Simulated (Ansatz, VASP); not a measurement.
GaP in VASP and in Ansatz

File INCAR:

```
SYSTEM = GaP
  PREC = Accurate
  ENCUT = 500
  EDIFF = 1E-6
  ISMEAR = -1
  SIGMA = 0.05
  LREAL = .FALSE.
  LASPH = .TRUE.
  NELM = 120
  ALGO = Normal
  ISIF = 2
  LWAVE = .FALSE.
  LCHARG = .FALSE.
  GGA = PS
  NBANDS = 16
  GGA_COMPAT = .FALSE.
```

The input KPOINTS:

```
Automatic mesh
0
G
  7 7 7
  0 0 0
```

The input POSCAR:

```
GaP
1.0
    0.0000000000      2.6162400000      2.7252500000
    2.6162400000      0.0000000000      2.7252500000
    2.6162400000      2.6162400000      0.0000000000
Ga P
1 1
Direct
    0.0000000000      0.0000000000      0.0000000000
    0.7500000000      0.7500000000      0.7500000000
```

Contents of input.yaml:

```yaml
crystal:
  lattice:
    - [0.0, 2.61624, 2.72525]
    - [2.61624, 0.0, 2.72525]
    - [2.61624, 2.61624, 0.0]
  atoms:
    - { symbol: Ga, position: [0.0, 0.0, 0.0] }
    - { symbol: P, position: [0.75, 0.75, 0.75] }
hamiltonian:
  xc: pbesol
  pseudopotentials: { kind: paw }
kpoints:
  mp_grid: { grid: [7, 7, 7] }
scf:
  occupations: { method: fermi_dirac, width: 0.05 }
output:
  forces: true
  stress: true
  eigenvalues: true
  write_density: true
  write_potential: true
  elf: true
  volumetric_format: npy
```

Alike in both runs: task single point; functional PBEsol; k mesh 7 × 7 × 7; occupations fermi-dirac, width 0.05 eV; no spin polarisation.

```csv
,VASP,Ansatz
version,VASP 6.6.1,Ansatz 0.2.0
potentials or method,"VASP PAW PBE potentials, release 64 (Ga_d, P)",Ansatz PAW
plane-wave cutoff (eV),500,420
valence electrons in the cell,18,18
```

Ansatz gave:

- gap on the k mesh at the Fermi level (eV): 1.10
- least direct gap on the mesh (eV): 2.32
- pressure (GPa): 7.5
- traceless stress, the component that is largest in VASP (GPa): -2.20

Question: Which values does VASP return?

Answer: gap on the k mesh at the Fermi level (eV): 1.10; least direct gap on the mesh (eV): 2.33; pressure (GPa): 7.3; traceless stress, the component that is largest in VASP (GPa): -2.21.

VASP's potentials were made for PBE, not for PBEsol. The functional is the same, so the differences come from potentials, cutoffs and numerics.

Noted on Ansatz's run: odd divisions of the mesh miss points on the zone boundary, where band edges often lie, so the gap on the mesh can be too wide.
